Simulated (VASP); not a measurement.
Here is a VASP 6.6.1 calculation.

File INCAR:

```
ALGO     = Normal         # electronic algorithm
EDIFF    = 1E-6           # SCF threshold, eV
ENCUT    = 520            # plane-wave cutoff, eV
GGA      = PE             # functional
ISIF     = 2              # what is computed and relaxed
ISMEAR   = -1             # smearing method
LASPH    = True           # aspherical terms in the spheres
LCHARG   = False          # write CHGCAR
LREAL    = False          # projectors in reciprocal space
LWAVE    = False          # write WAVECAR
NBANDS   = 14             # bands
NELM     = 100            # most SCF steps
PREC     = Accurate       # precision mode
SIGMA    = 0.02           # smearing width, eV
```

Contents of KPOINTS:

```
k-points
0
Gamma
  8 8 8
```

Contents of POSCAR:

```
NaF
1.0
    0.0253126137      2.5565739816      2.5565739816
    2.5565739816      0.0253126137      2.5565739816
    2.5565739816      2.5565739816      0.0253126137
Na F
1 1
Direct
    0.0011103484      0.0011103484      0.0011103484
    0.2488896516      0.2488896516      0.2488896516
```

Potentials or basis: VASP PAW PBE potentials, release 64 (Na_pv, F).

Run with:

```sh
$ cat potpaw_PBE.64/Na_pv/POTCAR potpaw_PBE.64/F/POTCAR > POTCAR
$ mpirun -np 1 vasp_std > vasp.out
```

**Question.** Predict the band gap on the k mesh.

**Answer.** 5.55 eV.

**Question.** What does it give for the pressure?

**Answer.** 1.3 GPa.

Stress tensor (GPa, compression positive):
```
 1.34 -0.14 -0.14
-0.14  1.34 -0.14
-0.14 -0.14  1.34
```

Caveat: the cell differs from its parent crystal (strain along [111] +1.5%); the structure was generated, so it needn't be the stable form of NaF. A k mesh can miss the band edges.
